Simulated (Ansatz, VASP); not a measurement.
One calculation of ZnAu, two programs

The input INCAR:

```
PREC = Accurate
ENCUT = 520
EDIFF = 1E-6
ISMEAR = 0
SIGMA = 0.1
LREAL = False
LASPH = True
NELM = 100
ALGO = Normal
ISIF = 2
LWAVE = False
LCHARG = False
GGA = PE
NBANDS = 18
```

KPOINTS

```
regular mesh
0
Gamma
  14 14 14
```

Contents of POSCAR:

```
ZnAu
1.0
    3.0880753350      0.0000000000      0.0000000000
    0.0000000000      3.0880753350      0.0000000000
    0.0000000000      0.0000000000      3.0880753350
Zn Au
1 1
Direct
    0.5000000000      0.5000000000      0.5000000000
    0.0000000000      0.0000000000      0.0000000000
```

Input for Ansatz:

```yaml
crystal:
  lattice:
    - [3.088075335, 0.0, 0.0]
    - [0.0, 3.088075335, 0.0]
    - [0.0, 0.0, 3.088075335]
  atoms:
    - { symbol: Zn, position: [0.5, 0.5, 0.5] }
    - { symbol: Au, position: [0.0, 0.0, 0.0] }
basis:
  ecutwfc: 420
kpoints:
  mp_grid: { grid: [14, 14, 14] }
hamiltonian:
  xc: pbe
scf:
  occupations: { method: gaussian, width: 0.1 }
output:
  forces: true
  stress: true
  eigenvalues: true
  write_density: true
  write_potential: true
  elf: true
  volumetric_format: npy
```

Alike in both runs: task single point; functional PBE; k mesh 14 × 14 × 14; occupations gaussian, width 0.1 eV; no spin polarisation.

|  | VASP | Ansatz |
| --- | --- | --- |
| version | VASP 6.6.1 | Ansatz 0.2.0 |
| potentials or method | VASP PAW PBE potentials, release 64 (Zn, Au), cutoff 520 eV | scalar-relativistic, plane waves, PAW |
| valence electrons in the cell | 23 | 31 |

```tsv
	VASP	Ansatz	Ansatz less VASP
gap on the k mesh at the Fermi level (eV)	none	none	-
pressure (GPa)	14.3	14.2	-0.14
```

A gap of «none» marks a metal or a gap that the smearing closes. The functional is the same, so the differences come from potentials, cutoffs and numerics. VASP's potentials hold 23 valence electrons a cell and Ansatz's 31, so a difference there can come from the potentials and not from the codes.

Spin-orbit coupling is off throughout.
